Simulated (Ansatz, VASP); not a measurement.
# One calculation of TiO2, two programs

File POSCAR:

```
TiO2
1.0
   -1.9046308288      1.9046308288      4.7888062162
    1.9046308288     -1.9046308288      4.7888062162
    1.9046308288      1.9046308288     -4.7888062162
Ti O
2 4
Direct
    0.7500000000      0.2500000000      0.5000000000
    0.0000000000      0.0000000000      0.0000000000
    0.7919000000      0.7919000000      0.0000000000
    0.5419000000      0.0419000000      0.5000000000
    0.9581000000      0.4581000000      0.5000000000
    0.2081000000      0.2081000000      0.0000000000
```

Contents of INCAR.step1:

```
ALGO = Normal ; EDIFF = 1E-4
ENCUT = 520 ; GGA = PE
ISMEAR = -1 ; LASPH = True
LCHARG = False ; LREAL = False
LWAVE = True ; NBANDS = 33
NELM = 80 ; PREC = Accurate
SIGMA = 0.05
```

INCAR.step2

```
ALGO = Normal ; BPARAM = 11.95
CPARAM = 0.0093 ; EDIFF = 1E-7
ENCUT = 520 ; ISIF = 2
ISMEAR = -1 ; ISTART = 1
IVDW_NL = 2 ; LASPH = True
LCHARG = True ; LELF = True
LMIXTAU = True ; LREAL = False
LUSE_VDW = True ; LVHAR = True
LWAVE = False ; METAGGA = R2SCAN
NBANDS = 33 ; NELM = 80
PREC = Accurate ; SIGMA = 0.05
```

Contents of KPOINTS:

```
k-points
0
Gamma
  10 10 10
```

The input input.yaml:

```yaml
crystal:
  lattice:
    - [-1.9046308288, 1.9046308288, 4.7888062162]
    - [1.9046308288, -1.9046308288, 4.7888062162]
    - [1.9046308288, 1.9046308288, -4.7888062162]
  atoms:
    - { symbol: Ti, position: [0.75, 0.25, 0.5] }
    - { symbol: Ti, position: [0.0, 0.0, 0.0] }
    - { symbol: O, position: [0.7919, 0.7919, 0.0] }
    - { symbol: O, position: [0.5419, 0.0419, 0.5] }
    - { symbol: O, position: [0.9581, 0.4581, 0.5] }
    - { symbol: O, position: [0.2081, 0.2081, 0.0] }
hamiltonian:
  xc: r2scan
  pseudopotentials: { kind: paw }
  dispersion: rvv10
kpoints:
  mp_grid: { grid: [10, 10, 10] }
scf:
  occupations: { method: fermi_dirac, width: 0.05 }
output:
  forces: true
  stress: true
  eigenvalues: true
```

Alike in both runs: task single point; functional r2SCAN; dispersion rVV10; k mesh 10 × 10 × 10; occupations fermi-dirac, width 0.05 eV; no spin polarisation.

|  | VASP | Ansatz |
| --- | --- | --- |
| version | VASP 6.6.1 | Ansatz 0.2.0 |
| potentials or method | VASP PAW PBE potentials, release 64 (Ti_sv, O) | Ansatz PAW |
| plane-wave cutoff (eV) | 520 | 500 |
| valence electrons in the cell | 48 | 48 |

VASP gave:

| Item | Value |
| --- | --- |
| gap on the k mesh at the Fermi level (eV) | 2.48 |
| least direct gap on the mesh (eV) | 2.83 |
| pressure (GPa) | -3.8 |
| traceless stress, the component that is largest in VASP (GPa) | 0.32 |
| rms of the force components (eV/Å) | 0.031 |

Task: Estimate Ansatz's values.

Result: gap on the k mesh at the Fermi level (eV): 2.46; least direct gap on the mesh (eV): 2.80; pressure (GPa): -5.0; traceless stress, the component that is largest in VASP (GPa): 0.41; rms of the force components (eV/Å): 0.045.

VASP's potentials were made for PBE, not for r2SCAN. Atom by atom the forces differ by 0.014 eV/Å (rms over components).
